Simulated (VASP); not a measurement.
Pt: single point with PBEsol

Crystal: Pt.

```xyz
2
Lattice="2.8711 0.0000 0.0000 -1.4355 2.4864 0.0000 0.0000 0.0000 4.4088" Properties=species:S:1:pos:R:3 pbc="T T T"
Pt    1.4355    0.8288    3.3066
Pt    0.0000    1.6576    1.1022
```

This cell differs from its parent crystal: strain +0.040 along x and y, -0.080 along z.

```yaml
Program: VASP 6.6.1
Task: single point
Functional: PBEsol
Potentials_or_basis: VASP PAW PBE potentials, release 64 (Pt)
Cutoff: 520 eV
k_mesh: 18 × 18 × 10
Occupations: gaussian, width 0.15 eV
Spin: no spin polarisation
Dipole_correction: no
Further_INCAR_settings: ALGO = Normal; EDIFF = 1e-06; NBANDS = 17
```

* Pressure: -8.9 GPa
* Band gap on the k mesh: zero (band 10 reaches 10.67 eV, above the bottom of band 11 at 9.45 eV)

Stress tensor (GPa, compression positive):
```
-12.03   0.00   0.00
  0.00 -12.03   0.00
  0.00   0.00  -2.56
```

Levels at points of the mesh, in eV from the Fermi level:
| k point | band 8 | band 9 | band 10 | band 11 | band 12 | band 13 |
| --- | --- | --- | --- | --- | --- | --- |
| (0.00, 0.00, 0.00) | -2.70 | -2.70 | -0.32 | -0.32 | 0.14 | 6.22 |
| (0.50, 0.00, 0.00) | -0.29 | 0.12 | 0.35 | 1.89 | 3.09 | 7.84 |
| (0.00, 0.00, 0.50) | -3.66 | -0.87 | -0.87 | -0.87 | -0.87 | 13.87 |
| (0.50, 0.00, 0.50) | -0.98 | -0.02 | -0.02 | 1.55 | 1.55 | 6.07 |

Run time: 32 s on 1 thread of Intel(R) Xeon(R) 6975P-C (Granite Rapids) (shared host), peak memory 0.23 GiB.

Caveat: the cell differs from its parent crystal (strain +0.040 along x and y, -0.080 along z); the PAW data sets were made with another functional, which shifts forces and pressure a little; spin-orbit coupling is left out, which moves the levels of the heavy elements.
